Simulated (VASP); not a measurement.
A run of VASP 6.6.1 is set up as follows.

INCAR

```
PREC = Accurate
ENCUT = 520
EDIFF = 1E-7
ISMEAR = 0
SIGMA = 0.05
LREAL = Auto
LASPH = T
NELM = 150
ALGO = Normal
ISIF = 2
LWAVE = F
LCHARG = F
ISPIN = 2
MAGMOM = 0 0 0 0 0 0 0 0 0 0 0 0 0 0 0 0 0
LORBIT = 11
GGA = PE
NBANDS = 53
```

The input KPOINTS:

```
regular mesh
0
Gamma
  2 2 2
```

Contents of POSCAR:

```
Si16O
1.0
    0.0000000000      5.4300000000      5.4300000000
    5.4300000000      0.0000000000      5.4300000000
    5.4300000000      5.4300000000      0.0000000000
Si O
16 1
Direct
   -0.0185976980     -0.0178190608      0.0632442910
    0.1475695212      0.1480120626      0.1021070902
   -0.0175995396     -0.0186630755      0.4729813076
    0.1033782689      0.1035996317      0.6465219153
   -0.0055662063      0.5106115101     -0.0028807551
    0.1245744015      0.6124675875      0.1316440147
   -0.0020493554      0.4800022099      0.5108598527
    0.1254306630      0.6120096685      0.6304430018
    0.5103073665     -0.0050598527     -0.0025372007
    0.6121137201      0.1254275322      0.1320391344
    0.4798101289     -0.0020298343      0.5111243094
    0.6126945672      0.1246728361      0.6307376611
    0.4961553407      0.4971483425      0.0003667587
    0.6188460405      0.6192709024      0.1308143646
    0.4971019337      0.4963078269      0.5060430018
    0.6229077348      0.6229532228      0.6269732965
    0.9103436464      0.9082843462      0.3407042357
```

Potentials or basis: VASP PAW PBE potentials, release 64 (Si, O).

Command:

```console
$ cat potpaw_PBE.64/Si/POTCAR potpaw_PBE.64/O/POTCAR > POTCAR
$ mpirun -np 1 vasp_std > vasp.out
```

Question: What does it give for the band gap on the k mesh?

Answer: Zero (filled and empty bands overlap).

Question: Predict the pressure.

Answer: 4.5 GPa.

Question: Estimate the largest force.

Answer: 0.043 eV/Å.

Question: What does it give for the net moment?

Answer: 0.00 μB per cell.

Stress tensor (GPa, compression positive):
```
 4.13 -1.38  0.01
-1.38  4.13 -0.01
 0.01 -0.01  5.31
```

Caveat: the k points lie up to 0.50 Å⁻¹ apart.
